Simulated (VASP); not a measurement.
Input of a VASP 6.6.1 run:

File INCAR:

```
  PREC = Accurate
  ENCUT = 520
  EDIFF = 1E-7
  ISMEAR = 0
  SIGMA = 0.05
  LREAL = False
  LASPH = True
  NELM = 150
  ALGO = Normal
  ISIF = 2
  LWAVE = False
  LCHARG = False
  ISPIN = 2
  MAGMOM = 0.05 -0.05 -0.05 0 0 0
  LORBIT = 11
  LMAXMIX = 4
  GGA = PS
  NBANDS = 37
```

File KPOINTS:

```
Automatic mesh
0
Gamma
  6 6 8
```

Contents of POSCAR:

```
TaN
1.0
    5.1541016935      0.0000000000      0.0000000000
   -2.5770508467      4.4635830003      0.0000000000
    0.0000000000      0.0000000000      2.9000914222
Ta N
3 3
Direct
    0.0000000000      0.0000000000      0.0000000000
    0.3333333333      0.6666666667      0.5000000000
    0.6666666667      0.3333333333      0.5000000000
    0.5000000000      0.0000000000      0.0000000000
    0.5000000000      0.5000000000      0.0000000000
    0.0000000000      0.5000000000      0.0000000000
```

Potentials or basis: VASP PAW PBE potentials, release 64 (Ta_pv, N).

The run is started by

```bash
$ cat potpaw_PBE.64/Ta_pv/POTCAR potpaw_PBE.64/N/POTCAR > POTCAR
$ mpirun -np 1 vasp_std > vasp.out
```

Problem. What does it give for the net moment?

Solution. 0.00 μB per cell.

Problem. What does it give for the pressure?

Solution. 7.3 GPa.

Problem. Estimate the band gap on the k mesh.

Solution. Zero (filled and empty bands overlap).

Stress tensor (GPa, compression positive):
```
7.19 0.00 0.00
0.00 7.19 0.00
0.00 0.00 7.54
```

Caveat: the PAW data sets were made with another functional, which shifts forces and pressure a little; spin-orbit coupling is left out, which moves the levels of the heavy elements.
